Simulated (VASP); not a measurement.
Input of a VASP 6.6.1 run:

Contents of INCAR:

```
SYSTEM = BN
PREC = Accurate
ENCUT = 520
EDIFF = 1E-6
ISMEAR = 0
SIGMA = 0.05
LREAL = .FALSE.
LASPH = .TRUE.
NELM = 100
ALGO = Normal
ISIF = 2
LWAVE = .FALSE.
LCHARG = .TRUE.
GGA = PE
LELF = .TRUE.
LVHAR = .TRUE.
NBANDS = 11
```

The input KPOINTS:

```
regular mesh
0
G
  12 12 12
  0 0 0
```

POSCAR

```
BN
1.0
    0.0000000000      1.7563072008      1.9319379209
    1.7563072008      0.0000000000      1.9319379209
    1.7563072008      1.7563072008      0.0000000000
B N
1 1
Direct
    0.0000000000      0.0000000000      0.0000000000
    0.7500000000      0.7500000000      0.7500000000
```

Potentials or basis: VASP PAW PBE potentials, release 64 (B, N).

Launch:

```bash
$ cat potpaw_PBE.64/B/POTCAR potpaw_PBE.64/N/POTCAR > POTCAR
$ mpirun -np 1 vasp_std > vasp.out
```

Problem. Predict the pressure.

Solution. -0.2 GPa.

Problem. What does it give for the band gap on the k mesh?

Solution. 3.59 eV, indirect (least direct gap 8.19 eV).

Stress tensor (GPa, compression positive):
```
 21.79   0.00   0.00
  0.00  21.79   0.00
  0.00   0.00 -44.10
```

 A k mesh can miss the band edges.
